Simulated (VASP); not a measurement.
Input of a VASP 6.6.1 run:

File INCAR:

```
SYSTEM = Ca4HF8
ALGO = Normal
DIPOL = 0.5 0.5 0.475
EDIFF = 1E-6
ENCUT = 520
GGA = PE
GGA_COMPAT = .FALSE.
IDIPOL = 3
ISIF = 2
ISMEAR = 0
IVDW = 12
LASPH = .TRUE.
LCHARG = .FALSE.
LDIPOL = .TRUE.
LREAL = .FALSE.
LWAVE = .FALSE.
NBANDS = 116
NELM = 120
NELMDL = -8
PREC = Accurate
SIGMA = 0.05
```

The input KPOINTS:

```
k-points
0
G
  2 3 1
  0 0 0
```

POSCAR

```
Ca4HF8
1.0
    7.7347822766      0.0000000000      0.0000000000
    0.0000000000      5.4693169988      0.0000000000
    0.0000000000      0.0000000000     23.8010867075
Ca F H
8 16 2
Direct
    0.2500000000      0.5000000000      0.3361191066
    0.7500000000      0.5000000000      0.3361191066
    0.5000000000      0.0000000000      0.4173631100
    0.0000000000      0.0000000000      0.4173631100
    0.7500819085      0.5001022945      0.5024985301
    0.2501963342      0.4995260790      0.5025851240
    0.0004611053     -0.0007485204      0.5737615308
    0.4996578273     -0.0004862857      0.5743410737
    0.5000000000      0.7500000000      0.3361191066
    0.0000000000      0.7500000000      0.3361191066
    0.5000000000      0.2500000000      0.3361191066
    0.0000000000      0.2500000000      0.3361191066
    0.7500000000      0.2500000000      0.4173631100
    0.2500000000      0.2500000000      0.4173631100
    0.7500000000      0.7500000000      0.4173631100
    0.2500000000      0.7500000000      0.4173631100
    0.0002773331      0.7480852675      0.4985818316
    0.4999431617      0.7484167176      0.4986959673
   -0.0002383788      0.2508314285      0.4984033995
    0.5005493543      0.2508723264      0.4988861161
    0.2486693695      0.2376114730      0.5809995584
    0.7522988490      0.2390750880      0.5813968071
    0.2502471025      0.7608077256      0.5816610304
    0.7500288942      0.7616043666      0.5814779562
    0.5856467361      0.2596356166      0.6669620462
    0.5024859638      0.2238248889      0.6814828276
```

Potentials or basis: VASP PAW PBE potentials, release 64 (Ca_sv, F, H).

Launch:

```sh
$ cat potpaw_PBE.64/Ca_sv/POTCAR potpaw_PBE.64/F/POTCAR potpaw_PBE.64/H/POTCAR > POTCAR
$ mpirun -np 1 vasp_std > vasp.out
```

Task: Estimate the largest force.

Result: 1.303 eV/Å.

Task: Predict the band gap on the k mesh.

Result: 4.99 eV.

Task: Predict the dispersion energy per atom.

Result: -0.104 eV.

Forces in eV/Å, atoms in the order of the input:
```
Ca  -0.002  0.002  1.303
Ca   0.002 -0.001  1.301
Ca   0.000 -0.002 -0.613
Ca   0.001 -0.002 -0.637
Ca   0.002 -0.003 -0.009
Ca  -0.001 -0.001 -0.009
Ca   0.000  0.000  0.065
Ca  -0.002  0.003  0.070
F    0.001 -0.535 -0.425
F   -0.001 -0.537 -0.428
F    0.000  0.535 -0.426
F    0.000  0.536 -0.427
F   -0.009  0.161  0.048
F    0.013  0.159  0.058
F   -0.001 -0.158  0.055
F    0.004 -0.159  0.052
F   -0.001 -0.008 -0.014
F   -0.001 -0.006 -0.013
F    0.005  0.008 -0.015
F   -0.004  0.007 -0.014
F    0.002  0.012  0.020
F   -0.004  0.011  0.021
F   -0.001 -0.013  0.017
F   -0.004 -0.010  0.024
H   -0.027 -0.008  0.016
H    0.027  0.010 -0.020
```
